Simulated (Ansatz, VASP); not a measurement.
One calculation of InPd, two programs

```
In Pd
1.0
     3.27188    0.00000    0.03059
     0.00000    3.27188    0.00000
     0.03059    0.00000    3.27188
In Pd
1 1
Direct
  0.00000 0.00000 0.00000
  0.50000 0.50000 0.50000
```

Change from the starting cell: strain +0.0187 x Voigt [0, 0, 0, 0, 1, 0], atoms carried along.

Alike in both runs: task single point; functional LDA; k mesh 14 × 14 × 14; occupations gaussian, width 0.15 eV; no spin polarisation.

```csv
,VASP,Ansatz
version,VASP 6.6.1,Ansatz 0.2.0
potentials or method,"VASP PAW LDA potentials, release 64 (In_d, Pd), cutoff 520 eV","scalar-relativistic, plane waves, PAW"
valence electrons in the cell,23,31
```

```csv
,VASP,Ansatz,Ansatz less VASP
gap on the k mesh at the Fermi level (eV),none,none,-
pressure (GPa),-6.4,-6.8,-0.42
"traceless stress, the component that is largest in VASP (GPa)",-0.82,-0.79,+0.038
```

LDA's correlation is that of Perdew and Zunger in VASP and of Perdew and Wang (1992) in Ansatz. A gap of «none» marks a metal or a gap that the smearing closes. VASP's potentials hold 23 valence electrons a cell and Ansatz's 31, so a difference there can come from the potentials and not from the codes.
